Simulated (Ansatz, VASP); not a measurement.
## YbH3 in VASP and in Ansatz

```
Yb H
1.0
     0.00000    2.60497    2.60497
     2.60497    0.00000    2.60497
     2.60497    2.60497    0.00000
Yb H
1 3
Direct
  0.00000 0.00000 0.00000
  0.50000 0.50000 0.50000
  0.25000 0.25000 0.25000
  0.75000 0.75000 0.75000
```

Alike in both runs: task single point; functional PBE; k mesh 7 × 7 × 7; occupations fermi-dirac, width 0.05 eV; collinear spin; fixed moment 1 μB.

```csv
,VASP,Ansatz
version,VASP 6.6.1,Ansatz 0.2.0
potentials or method,"VASP PAW PBE potentials, release 64 (Yb, H)",Ansatz PAW
plane-wave cutoff (eV),520,420
valence electrons in the cell,27,27
```

```csv
,VASP,Ansatz,Ansatz less VASP
pressure (GPa),-4.4,-4.4,-0.01
net moment per atom (μB),0.25,0.25,0.000
size of the moment on the site where the two differ most (μB),0.10,0.18,+0.085
```

Site moments also hang on the region over which each program counts them.

Neither program's run includes spin-orbit coupling.
